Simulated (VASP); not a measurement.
# Li3H2 (Pmm2) in VASP: further runs

Li3H2 is run at these levels: PBE; tasks: single point, relaxation of cell and atoms.

All numbers are computed with VASP 6.6.1; they aren't measurements. Logs are shortened: lines on timing, memory, paths and dates and some standing lists are left out, and cuts for length are marked.

## (1) The cell of the first run

It takes space group Pmm2 (No. 25, orthorhombic). Conventional cell: a = 2.530 Å, b = 2.787 Å, c = 7.486 Å, α = 90.00°, β = 90.00°, γ = 90.00°. Within 2.9 Å of Li (site symmetry mm2) lie 2 H at 1.90 Å and 7 Li at 2.53 to 2.87 Å. Within 2.9 Å of Li (site symmetry mm2) lie 4 H at 2.04 Å and 7 Li at 2.53 to 2.87 Å. Within 2.8 Å of Li (site symmetry mm2) lie 6 H at 2.04 to 2.06 Å and 8 Li at 2.53 to 2.79 Å. Within 2.8 Å of H (site symmetry mm2) lie 6 Li at 2.04 Å and 6 H at 2.53 to 2.80 Å. H (site symmetry mm2) has 6 Li at 1.90 to 2.06 Å and 2 H at 2.53 Å within 2.6 Å.

The cell was built from a structure type or drawn by symmetry, and may not be a known phase.

## (2) Single point, PBE

File INCAR:

```
PREC = Accurate
ENCUT = 520
EDIFF = 1E-6
ISMEAR = 0
SIGMA = 0.1
LREAL = False
LASPH = True
NELM = 100
ALGO = Normal
ISIF = 2
LWAVE = False
LCHARG = False
GGA = PE
NBANDS = 14
```

File KPOINTS:

```
regular mesh
0
Gamma
  12 12 4
```

File POSCAR:

```
Li3H2
1.0
    2.5303420958      0.0000000000      0.0000000000
    0.0000000000      2.7870649742      0.0000000000
    0.0000000000      0.0000000000      7.4864973367
Li H
3 2
Direct
    0.0000000000      0.5000000000      0.3105417695
    0.0000000000      0.5000000000      0.9275936910
    0.0000000000      0.0000000000      0.6107365301
    0.5000000000      0.0000000000      0.8237404619
    0.5000000000      0.5000000000      0.4993875576
```

Potentials or basis: VASP PAW PBE potentials, release 64 (Li_sv, H).

Launch:

```console
$ cat potpaw_PBE.64/Li_sv/POTCAR potpaw_PBE.64/H/POTCAR > POTCAR
$ mpirun -np 1 vasp_std > vasp.out
```

OUTCAR:

```text
PREC = Accurate
   ENCUT = 520
   EDIFF = 1E-6
   ISMEAR = 0
   LREAL = False
   LASPH = True
   NELM = 100
   ISIF = 2
   GGA = PE

 ion  position               nearest neighbor table
   1  0.000  0.500  0.311-
   2  0.000  0.500  0.928-
   3  0.000  0.000  0.611-
   4  0.500  0.000  0.824-
   5  0.500  0.500  0.499-

  LATTYP: Found a simple orthorhombic cell.
 ALAT       =     2.5303420958
 B/A-ratio  =     1.1014577748
 C/A-ratio  =     2.9586897950

  Lattice vectors:

 A1 = (   2.5303420958,   0.0000000000,   0.0000000000)
 A2 = (   0.0000000000,   2.7870649742,   0.0000000000)
 A3 = (   0.0000000000,   0.0000000000,   7.4864973367)

Analysis of symmetry for initial positions (statically):
=====================================================================
 Subroutine PRICEL returns:
 Original cell was already a primitive cell.

 Routine SETGRP: Setting up the symmetry group for a
 simple orthorhombic supercell.

 Subroutine GETGRP returns: Found  4 space group operations
 (whereof  4 operations were pure point group operations)
 out of a pool of  8 trial point group operations.

The static configuration has the point symmetry C_2v.

Analysis of symmetry for dynamics (positions and initial velocities):
=====================================================================
 Subroutine PRICEL returns:
 Original cell was already a primitive cell.

 Routine SETGRP: Setting up the symmetry group for a
 simple orthorhombic supercell.

 Subroutine GETGRP returns: Found  4 space group operations
 (whereof  4 operations were pure point group operations)
 out of a pool of  8 trial point group operations.

The dynamic configuration has the point symmetry C_2v.

 Subroutine INISYM returns: Found  4 space group operations
 (whereof  4 operations are pure point group operations),
 and found     1 'primitive' translations

----------------------------------------------------------------------------------------

                                     Primitive cell

  volume of cell :      52.7965

  direct lattice vectors                    reciprocal lattice vectors
     2.530342096  0.000000000  0.000000000     0.395203479  0.000000000  0.000000000
     0.000000000  2.787064974  0.000000000     0.000000000  0.358800390  0.000000000
     0.000000000  0.000000000  7.486497337     0.000000000  0.000000000  0.133573814

  length of vectors
     2.530342096  2.787064974  7.486497337     0.395203479  0.358800390  0.133573814

  position of ions in fractional coordinates (direct lattice)
     0.000000000  0.500000000  0.310541769
     0.000000000  0.500000000  0.927593691
     0.000000000  0.000000000  0.610736530
     0.500000000  0.000000000  0.823740462
     0.500000000  0.500000000  0.499387558

  ion indices of the primitive-cell ions
   primitive index   ion index
                 1           1
                 2           2
                 3           3
                 4           4
                 5           5

----------------------------------------------------------------------------------------

 KPOINTS: regular mesh

Automatic generation of k-mesh.
 Grid dimensions read from file:
 generate k-points for:   12   12    4

 Generating k-lattice:

  Cartesian coordinates                     Fractional coordinates (reciprocal lattice)
     0.032933623  0.000000000  0.000000000     0.083333333  0.000000000  0.000000000
     0.000000000  0.029900033  0.000000000     0.000000000  0.083333333  0.000000000
     0.000000000  0.000000000  0.033393453     0.000000000  0.000000000  0.250000000

  Length of vectors
     0.032933623  0.029900033  0.033393453

  Shift w.r.t. Gamma in fractional coordinates (k-lattice)
     0.000000000  0.000000000  0.000000000

 Subroutine IBZKPT returns following result:
 ===========================================

 Found    147 irreducible k-points:

 Following reciprocal coordinates:
            Coordinates               Weight
  0.000000  0.000000  0.000000      1.000000
  0.083333  0.000000  0.000000      2.000000
  0.166667  0.000000  0.000000      2.000000
  0.250000  0.000000  0.000000      2.000000
  0.333333  0.000000  0.000000      2.000000
  0.416667  0.000000  0.000000      2.000000
[... 16 lines left out ...]
  0.083333  0.250000  0.000000      4.000000
  0.166667  0.250000  0.000000      4.000000
 [... further k-points ...]
   k-points           NKPTS =    147   k-points in BZ     NKDIM =    147   number of bands    NBANDS=     14
   number of dos      NEDOS =    301   number of ions     NIONS =      5
   total plane-waves  NPLWV =  26880
   dimension x,y,z NGX =    20 NGY =   24 NGZ =   56
   dimension x,y,z NGXF=    40 NGYF=   48 NGZF=  112
   ions per type =               3   2
   NGX,Y,Z   is equivalent  to a cutoff of  13.14, 14.32, 12.44 a.u.
   NGXF,Y,Z  is equivalent  to a cutoff of  26.28, 28.63, 24.87 a.u.
 SYSTEM =  unknown system
   PREC   = accura    normal or accurate (medium, high low for compatibility)
   ISTART =      0    job   : 0-new  1-cont  2-samecut
   ICHARG =      2    charge: 1-file 2-atom 10-const
   ISPIN  =      1    spin polarized calculation?
   LNONCOLLINEAR =      F non collinear calculations
   LSORBIT =      F    spin-orbit coupling
   LASPH  =      T    aspherical Exc in radial PAW
   ENCUT  =  520.0 eV  38.22 Ry    6.18 a.u.   4.70  5.18 13.92*2*pi/ulx,y,z
   NELM   =    100;   NELMIN=  2; NELMDL= -5     # of ELM steps
   EDIFF  = 0.1E-05   stopping-criterion for ELM
   LREAL  =      F    real-space projection
   EDIFFG = 0.1E-04   stopping-criterion for IOM
   NSW    =      0    number of steps for IOM
   IBRION =     -1    ionic relax: 0-MD 1-quasi-New 2-CG
   NFREE  =      0    steps in history (QN), initial steepest desc. (CG)
   ISIF   =      2    stress and relaxation
   ISYM   =      2    0-nonsym 1-usesym 2-fastsym
   POTIM  = 0.5000    time-step for ionic-motion
   TEBEG  =    0.0;   TEEND  =   0.0 temperature during run
   PSTRESS=    0.0 pullay stress
   NELECT =      11.0000    total number of electrons
   NUPDOWN=      -1.0000    fix difference up-down
   EMIN   =  10.00;   EMAX   =-10.00  energy-range for DOS
   EFERMI =   0.00;   METHOD = LEGACY
   ISMEAR =     0;   SIGMA  =   0.10  broadening in eV -4-tet -1-fermi 0-gaus
   EFERMI_NEDOS =   21; number of points for ismear=-14 and -15
   IALGO  =     38    algorithm
   IMIX   =      4    mixing-type and parameters
     AMIX     =   0.40;   BMIX     =  1.00
     AMIX_MAG =   1.60;   BMIX_MAG =  1.00
  volume/ion in A,a.u.               =      10.56        71.26
  Fermi-wavevector in a.u.,A,eV,Ry     =   0.970519  1.834015 12.815425  0.941907
  Thomas-Fermi vector in A             =   2.100661
   LORBIT       =      0    0 simple, 1 ext, 2 COOP (PROOUT), +10 PAW based schemes
   GGA     = PE    functional components
   LHFCALC =     F    Hartree Fock is set to
   AEXX    =    0.0000 exact exchange contribution
   IVDW    =     0    specifies the selected vdW correction
   LEPSILON=     F    determine dielectric tensor
   LRPA    =     F    only Hartree local field effects (RPA)
 non-spin polarized calculation
 Gauss-broadening in eV      SIGMA  =   0.10
  energy-cutoff  :      520.00
  volume of cell :       52.80
 maximum number of plane-waves:      1454
 NGX is ok and might be reduce to    20
   NGX =  9   NGY = 11   NGZ = 27

 number of electron      11.0000020 magnetization

 Free energy of the ion-electron system (eV)
  ---------------------------------------------------
  ext. energy  EPLUGINS =         0.00000000
  ---------------------------------------------------
  free energy    TOTEN  =       -13.54849530 eV

  energy without entropy =      -13.54467914  energy(sigma->0) =      -13.54658722

 E-fermi :   1.7417     XC(G=0):  -7.9233

 val. band max:        1.7233206502   @ k =   0.2500   0.2500   0.2500
 cond. band min:       1.7453754759   @ k =   0.3333   0.0000   0.2500
 fundamental gap:      0.0220548257
 Fermi energy:         1.7417305428

 k-point     1 :       0.0000    0.0000    0.0000
  band No.  band energies     occupation
      1     -45.1782      2.00000
      2     -45.1550      2.00000
      3     -44.9015      2.00000
      4      -5.5298      2.00000
      5      -4.2245      2.00000
      6      -0.6268      2.00000
      7       5.4910      0.00000
      8       5.7275      0.00000
      9      11.2753      0.00000
     10      12.9468      0.00000
     11      13.4334      0.00000
     12      13.4795      0.00000
     13      14.7935      0.00000
     14      14.8633      0.00000

 k-point     2 :       0.0833    0.0000    0.0000
  band No.  band energies     occupation
      1     -45.1751      2.00000
      2     -45.1521      2.00000
      3     -44.8985      2.00000
      4      -5.4267      2.00000
      5      -4.1052      2.00000
      6      -0.4913      2.00000
      7       5.5873      0.00000
      8       5.8124      0.00000
      9      11.4304      0.00000
     10      11.9544      0.00000
     11      12.7373      0.00000
     12      13.5863      0.00000
     13      14.0795      0.00000
     14      14.9413      0.00000

 k-point     3 :       0.1667    0.0000    0.0000
  band No.  band energies     occupation
      1     -45.1667      2.00000
      2     -45.1440      2.00000
      3     -44.8902      2.00000
      4      -5.1248      2.00000
      5      -3.7546      2.00000
      6      -0.0878      2.00000
      7       5.8580      0.00000
      8       6.0336      0.00000
      9       9.6426      0.00000
     10      11.0822      0.00000
     11      11.8936      0.00000
     12      12.6551      0.00000
     13      14.0421      0.00000
     14      14.4733      0.00000
[... 324 lines left out ...]
 k-point    23 :       0.0833    0.2500    0.0000
  band No.  band energies     occupation
      1     -45.1632      2.00000
      2     -45.1453      2.00000
      3     -44.8902      2.00000
      4      -4.6826      2.00000
      5      -3.4544      2.00000
      6       0.3860      2.00000
      7       4.4367      0.00000
      8       5.5310      0.00000
      9       8.3176      0.00000
     10       8.5650      0.00000
     11       9.1384      0.00000
     12      13.5094      0.00000
     13      13.9114      0.00000
     14      14.7270      0.00000

 k-point    24 :       0.1667    0.2500    0.0000
  band No.  band energies     occupation
      1     -45.1551      2.00000
      2     -45.1374      2.00000
      3     -44.8821      2.00000
      4      -4.3536      2.00000
      5      -3.0859      2.00000
      6       0.8052      2.00000
      7       4.8452      0.00000
      8       5.9543      0.00000
      9       8.2300      0.00000
     10       8.4072      0.00000
     11       8.9201      0.00000
     12      11.7491      0.00000
     13      12.4227      0.00000
     14      14.5588      0.00000

 [... further k-points ...]
[... 5 lines left out ...]
  --------------------------------------------------------------------------------------
  -------------------------------------------------------------------------------------
  Total       -0.0456206     -0.0509278     -0.0490772      0.0000000      0.0000000      0.0000000
  in kB       -1.3844144     -1.5454691     -1.4893097      0.0000000      0.0000000      0.0000000
  external PRESSURE =      -1.4730644 kB  Pullay stress =       0.0000000 kB

 VOLUME and BASIS-vectors are now :
 -----------------------------------------------------------------------------
  energy-cutoff  :      520.00
  volume of cell :       52.80
      direct lattice vectors                 reciprocal lattice vectors
     2.530342096  0.000000000  0.000000000     0.395203479  0.000000000  0.000000000
     0.000000000  2.787064974  0.000000000     0.000000000  0.358800390  0.000000000
     0.000000000  0.000000000  7.486497337     0.000000000  0.000000000  0.133573814

 POSITION                                       TOTAL-FORCE (eV/Angst)
 -----------------------------------------------------------------------------------
      0.00000      1.39353      2.32487         0.000000      0.000000     -0.000946
      0.00000      1.39353      6.94443         0.000000      0.000000     -0.000034
      0.00000      0.00000      4.57228         0.000000      0.000000      0.000863
      1.26517      0.00000      6.16693         0.000000      0.000000     -0.002240
      1.26517      1.39353      3.73866         0.000000      0.000000      0.002357
 -----------------------------------------------------------------------------------
    total drift:                               -0.000000      0.000000      0.000589

  FREE ENERGIE OF THE ION-ELECTRON SYSTEM (eV)
  ---------------------------------------------------
  free  energy   TOTEN  =       -13.5484953031 eV

  energy  without entropy=      -13.5446791389  energy(sigma->0) =      -13.54658722
```

It took 94 s on 1 thread of Intel Xeon Platinum 8259CL at 2.50GHz (Skylake/Cascade Lake), shared host; peak memory 0.22 GiB.

What came out:

```
Free energy            : -13.5485 eV
Band gap on the k mesh : zero (an odd number of electrons rules out a gap without spin polarisation)
```

Forces in eV/Å, atoms in the order of the input:
```
Li   0.000  0.000 -0.001
Li   0.000  0.000  0.000
Li   0.000  0.000  0.001
H    0.000  0.000 -0.002
H    0.000  0.000  0.002
```

Caveat: the cutoff is under 1.25 times the usual one of these potentials, so pressure, stress and relaxed cells hold a basis-set (Pulay) error.

(Continued in part 2 of 2.)
